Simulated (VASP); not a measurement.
# Ti (Im-3m) in VASP: a series of runs

Ti is run at these levels: LDA; tasks: single point.

All numbers are computed with VASP 6.6.1; they aren't measurements. Logs are shortened: lines on timing, memory, paths and dates and some standing lists are left out, and cuts for length are marked.

## 1. The cell of the first run

The structure is cubic, space group Im-3m (No. 229). Conventional cell: a = 3.126 Å, b = 3.126 Å, c = 3.126 Å, α = 90.00°, β = 90.00°, γ = 90.00°. Ti (site symmetry m-3m) has 14 Ti at 2.71 to 3.13 Å within 3.6 Å.

## 2. Single point, LDA

File INCAR:

```
PREC = Accurate
ENCUT = 520
EDIFF = 1E-6
ISMEAR = 0
SIGMA = 0.1
LREAL = False
LASPH = True
NELM = 80
ALGO = Normal
ISIF = 2
LWAVE = False
LCHARG = False
NBANDS = 12
```

File KPOINTS:

```
regular mesh
0
Gamma
  8 8 8
```

File POSCAR:

```
Ti
1.0
   -1.5630805785      1.5630805785      1.5630805785
    1.5630805785     -1.5630805785      1.5630805785
    1.5630805785      1.5630805785     -1.5630805785
Ti
1
Direct
    0.0000000000      0.0000000000      0.0000000000
```

Potentials or basis: VASP PAW LDA potentials, release 64 (Ti_sv).

Run with:

```bash
$ cat potpaw_LDA.64/Ti_sv/POTCAR > POTCAR
$ mpirun -np 1 vasp_std > vasp.out
```

OUTCAR:

```text
PREC = Accurate
   ENCUT = 520
   EDIFF = 1E-6
   ISMEAR = 0
   LREAL = False
   LASPH = True
   NELM = 80
   ISIF = 2

 ion  position               nearest neighbor table
   1  0.000  0.000  0.000-

  LATTYP: Found a body centered cubic cell.
 ALAT       =     3.1261611570

  Lattice vectors:

 A1 = (  -1.5630805785,   1.5630805785,   1.5630805785)
 A2 = (   1.5630805785,  -1.5630805785,   1.5630805785)
 A3 = (   1.5630805785,   1.5630805785,  -1.5630805785)

Analysis of symmetry for initial positions (statically):
=====================================================================
 Subroutine PRICEL returns:
 Original cell was already a primitive cell.

 Routine SETGRP: Setting up the symmetry group for a
 body centered cubic supercell.

 Subroutine GETGRP returns: Found 48 space group operations
 (whereof 48 operations were pure point group operations)
 out of a pool of 48 trial point group operations.

The static configuration has the point symmetry O_h .

Analysis of symmetry for dynamics (positions and initial velocities):
=====================================================================
 Subroutine PRICEL returns:
 Original cell was already a primitive cell.

 Routine SETGRP: Setting up the symmetry group for a
 body centered cubic supercell.

 Subroutine GETGRP returns: Found 48 space group operations
 (whereof 48 operations were pure point group operations)
 out of a pool of 48 trial point group operations.

The dynamic configuration has the point symmetry O_h .

 Subroutine INISYM returns: Found 48 space group operations
 (whereof 48 operations are pure point group operations),
 and found     1 'primitive' translations

----------------------------------------------------------------------------------------

                                     Primitive cell

  volume of cell :      15.2758

  direct lattice vectors                    reciprocal lattice vectors
    -1.563080578  1.563080578  1.563080578     0.000000000  0.319881142  0.319881142
     1.563080578 -1.563080578  1.563080578     0.319881142  0.000000000  0.319881142
     1.563080578  1.563080578 -1.563080578     0.319881142  0.319881142  0.000000000

  length of vectors
     2.707334978  2.707334978  2.707334978     0.452380249  0.452380249  0.452380249

  position of ions in fractional coordinates (direct lattice)
     0.000000000  0.000000000  0.000000000

  ion indices of the primitive-cell ions
   primitive index   ion index
                 1           1

----------------------------------------------------------------------------------------

 KPOINTS: regular mesh

Automatic generation of k-mesh.
 Grid dimensions read from file:
 generate k-points for:    8    8    8

 Generating k-lattice:

  Cartesian coordinates                     Fractional coordinates (reciprocal lattice)
     0.000000000  0.039985143  0.039985143     0.125000000  0.000000000  0.000000000
     0.039985143  0.000000000  0.039985143     0.000000000  0.125000000  0.000000000
     0.039985143  0.039985143  0.000000000     0.000000000  0.000000000  0.125000000

  Length of vectors
     0.056547531  0.056547531  0.056547531

  Shift w.r.t. Gamma in fractional coordinates (k-lattice)
     0.000000000  0.000000000  0.000000000

 Subroutine IBZKPT returns following result:
 ===========================================

 Found     29 irreducible k-points:

 Following reciprocal coordinates:
            Coordinates               Weight
  0.000000  0.000000  0.000000      1.000000
  0.125000  0.000000  0.000000     12.000000
  0.250000  0.000000  0.000000     12.000000
  0.375000  0.000000  0.000000     12.000000
  0.500000  0.000000  0.000000      6.000000
  0.125000  0.125000  0.000000     24.000000
[... 16 lines left out ...]
 -0.250000  0.250000  0.250000      6.000000
 -0.375000  0.375000  0.250000     24.000000
 [... further k-points ...]
   k-points           NKPTS =     29   k-points in BZ     NKDIM =     29   number of bands    NBANDS=     12
   number of dos      NEDOS =    301   number of ions     NIONS =      1
   total plane-waves  NPLWV =   8000
   dimension x,y,z NGX =    20 NGY =   20 NGZ =   20
   dimension x,y,z NGXF=    40 NGYF=   40 NGZF=   40
   ions per type =               1
   NGX,Y,Z   is equivalent  to a cutoff of  12.28, 12.28, 12.28 a.u.
   NGXF,Y,Z  is equivalent  to a cutoff of  24.56, 24.56, 24.56 a.u.
 SYSTEM =  unknown system
   PREC   = accura    normal or accurate (medium, high low for compatibility)
   ISTART =      0    job   : 0-new  1-cont  2-samecut
   ICHARG =      2    charge: 1-file 2-atom 10-const
   ISPIN  =      1    spin polarized calculation?
   LNONCOLLINEAR =      F non collinear calculations
   LSORBIT =      F    spin-orbit coupling
   LASPH  =      T    aspherical Exc in radial PAW
   ENCUT  =  520.0 eV  38.22 Ry    6.18 a.u.   5.03  5.03  5.03*2*pi/ulx,y,z
   NELM   =     80;   NELMIN=  2; NELMDL= -5     # of ELM steps
   EDIFF  = 0.1E-05   stopping-criterion for ELM
   LREAL  =      F    real-space projection
   EDIFFG = 0.1E-04   stopping-criterion for IOM
   NSW    =      0    number of steps for IOM
   IBRION =     -1    ionic relax: 0-MD 1-quasi-New 2-CG
   NFREE  =      0    steps in history (QN), initial steepest desc. (CG)
   ISIF   =      2    stress and relaxation
   ISYM   =      2    0-nonsym 1-usesym 2-fastsym
   POTIM  = 0.5000    time-step for ionic-motion
   TEBEG  =    0.0;   TEEND  =   0.0 temperature during run
   PSTRESS=    0.0 pullay stress
   NELECT =      12.0000    total number of electrons
   NUPDOWN=      -1.0000    fix difference up-down
   EMIN   =  10.00;   EMAX   =-10.00  energy-range for DOS
   EFERMI =   0.00;   METHOD = LEGACY
   ISMEAR =     0;   SIGMA  =   0.10  broadening in eV -4-tet -1-fermi 0-gaus
   EFERMI_NEDOS =   21; number of points for ismear=-14 and -15
   IALGO  =     38    algorithm
   IMIX   =      4    mixing-type and parameters
     AMIX     =   0.40;   BMIX     =  1.00
     AMIX_MAG =   1.60;   BMIX_MAG =  1.00
  volume/ion in A,a.u.               =      15.28       103.09
  Fermi-wavevector in a.u.,A,eV,Ry     =   1.510546  2.854518 31.045072  2.281748
  Thomas-Fermi vector in A             =   2.620721
   LORBIT       =      0    0 simple, 1 ext, 2 COOP (PROOUT), +10 PAW based schemes
   GGA     = CA    functional components
   LHFCALC =     F    Hartree Fock is set to
   AEXX    =    0.0000 exact exchange contribution
   IVDW    =     0    specifies the selected vdW correction
   LEPSILON=     F    determine dielectric tensor
   LRPA    =     F    only Hartree local field effects (RPA)
 non-spin polarized calculation
 Gauss-broadening in eV      SIGMA  =   0.10
  energy-cutoff  :      520.00
  volume of cell :       15.28
 maximum number of plane-waves:       427
   NGX =  9   NGY =  9   NGZ =  9

 number of electron      11.9999993 magnetization

 Free energy of the ion-electron system (eV)
  ---------------------------------------------------
  ext. energy  EPLUGINS =         0.00000000
  ---------------------------------------------------
  free energy    TOTEN  =        -8.45831030 eV

  energy without entropy =       -8.44886882  energy(sigma->0) =       -8.45358956

 E-fermi :   9.2369     XC(G=0): -12.4086

 val. band max:        9.2357277374   @ k =   0.2500   0.2500   0.0000
 cond. band min:       9.2985285170   @ k =  -0.3750   0.3750   0.1250
 fundamental gap:      0.0628007797
 Fermi energy:         9.2368690587

 k-point     1 :       0.0000    0.0000    0.0000
  band No.  band energies     occupation
      1     -46.3801      2.00000
      2     -22.4112      2.00000
      3     -22.4112      2.00000
      4     -22.4112      2.00000
      5       3.1374      2.00000
      6      10.2897      0.00000
      7      10.2897      0.00000
      8      10.2897      0.00000
      9      12.3646      0.00000
     10      12.3646      0.00000
     11      27.6632      0.00000
     12      27.6632      0.00000

 k-point     2 :       0.1250    0.0000    0.0000
  band No.  band energies     occupation
      1     -46.3469      2.00000
      2     -22.5712      2.00000
      3     -22.4590      2.00000
      4     -22.4127      2.00000
      5       3.7280      2.00000
      6      10.0126      0.00000
      7      10.1799      0.00000
      8      10.7463      0.00000
      9      12.0906      0.00000
     10      12.3847      0.00000
     11      27.0707      0.00000
     12      27.5740      0.00000

 k-point     3 :       0.2500    0.0000    0.0000
  band No.  band energies     occupation
      1     -46.2658      2.00000
      2     -22.9461      2.00000
      3     -22.5728      2.00000
      4     -22.4163      2.00000
      5       5.1897      2.00000
      6       9.4039      0.01815
      7       9.7192      0.00000
      8      11.9747      0.00000
      9      12.0251      0.00000
     10      12.4875      0.00000
     11      24.6276      0.00000
     12      26.1876      0.00000
[... 286 lines left out ...]
 k-point    23 :      -0.2500    0.2500    0.2500
  band No.  band energies     occupation
      1     -46.1693      2.00000
      2     -22.9691      2.00000
      3     -22.7509      2.00000
      4     -22.7509      2.00000
      5       6.6882      2.00000
      6       9.1249      1.88664
      7      10.6792      0.00000
      8      10.6792      0.00000
      9      11.9071      0.00000
     10      13.4615      0.00000
     11      25.8164      0.00000
     12      26.0637      0.00000

 k-point    24 :      -0.3750    0.3750    0.2500
  band No.  band energies     occupation
      1     -46.1001      2.00000
      2     -23.1772      2.00000
      3     -22.8737      2.00000
      4     -22.7842      2.00000
      5       7.4082      2.00000
      6       8.1854      2.00000
      7      10.6922      0.00000
      8      11.2816      0.00000
      9      13.1752      0.00000
     10      14.5572      0.00000
     11      22.0065      0.00000
     12      23.9414      0.00000

 [... further k-points ...]

------------------------ aborting loop because EDIFF is reached ----------------------------------------

  FORCE on cell =-STRESS in cart. coord.  units (eV):
  Direction    XX          YY          ZZ          XY          YZ          ZX
  --------------------------------------------------------------------------------------
  -------------------------------------------------------------------------------------
  Total        0.4804808      0.4804808      0.4804808      0.0000000      0.0000000      0.0000000
  in kB       50.3944300     50.3944300     50.3944300      0.0000000      0.0000000      0.0000000
  external PRESSURE =      50.3944300 kB  Pullay stress =       0.0000000 kB

 VOLUME and BASIS-vectors are now :
 -----------------------------------------------------------------------------
  energy-cutoff  :      520.00
  volume of cell :       15.28
      direct lattice vectors                 reciprocal lattice vectors
    -1.563080578  1.563080578  1.563080578     0.000000000  0.319881142  0.319881142
     1.563080578 -1.563080578  1.563080578     0.319881142  0.000000000  0.319881142
     1.563080578  1.563080578 -1.563080578     0.319881142  0.319881142  0.000000000

 POSITION                                       TOTAL-FORCE (eV/Angst)
 -----------------------------------------------------------------------------------
      0.00000      0.00000      0.00000         0.000000     -0.000000     -0.000000
 -----------------------------------------------------------------------------------
    total drift:                                0.000000     -0.000000      0.000000

  FREE ENERGIE OF THE ION-ELECTRON SYSTEM (eV)
  ---------------------------------------------------
  free  energy   TOTEN  =        -8.4583102988 eV

  energy  without entropy=       -8.4488688231  energy(sigma->0) =       -8.45358956
```

Wall time 3.8 s (1 thread of Intel Xeon 6975P-C, shared host); peak memory 0.12 GiB.

Results:

```yaml
Free_energy: -8.4583 eV
Pressure: 5.0 GPa
Band_gap_on_the_k_mesh: zero (band 6 reaches 10.29 eV, above the bottom of band 7 at 8.60 eV)
```

## 3. Single point, LDA

This run uses another cell than the first one, of 17.05 Å³/atom, 1.116 times its volume.

File INCAR:

```
SYSTEM = Ti
PREC = Accurate
ENCUT = 520
EDIFF = 1E-6
ISMEAR = 0
SIGMA = 0.1
LREAL = .False.
LASPH = .True.
NELM = 60
ALGO = Normal
ISIF = 2
LWAVE = .False.
LCHARG = .True.
GGA = CA
LELF = .True.
LVHAR = .True.
NBANDS = 12
```

File KPOINTS:

```
Automatic mesh
0
Gamma
  8 8 8
  0 0 0
```

File POSCAR:

```
Ti
1.0
   -1.6213123029      1.6213123029      1.6213123029
    1.6213123029     -1.6213123029      1.6213123029
    1.6213123029      1.6213123029     -1.6213123029
Ti
1
Direct
    0.0000000000      0.0000000000      0.0000000000
```

Potentials or basis: VASP PAW LDA potentials, release 64 (Ti_sv).

Run with:

```bash
$ cat potpaw_LDA.64/Ti_sv/POTCAR > POTCAR
$ mpirun -np 1 vasp_std > vasp.out
```

Run time: 4.4 s. Hardware: 1 thread of Intel Xeon 6975P-C, shared host; peak memory 0.13 GiB.

Results (log left out):

| Property | Result |
| --- | --- |
| Free energy | -8.4382 eV |
| Pressure | -7.7 GPa |
| Band gap on the k mesh | zero (band 6 reaches 9.00 eV, above the bottom of band 7 at 7.43 eV) |

Levels at points of the mesh, in eV from the Fermi level:
```csv
k point,band 4,band 5,band 6,band 7,band 8,band 9
"(0.00, 0.00, 0.00)",-31.99,-5.90,0.97,0.97,0.97,2.79
"(0.50, 0.00, 0.00)",-32.00,-2.48,-0.44,1.31,2.78,3.13
"(0.50, 0.50, 0.50)",-32.50,-2.16,-2.16,4.01,4.01,4.01
```
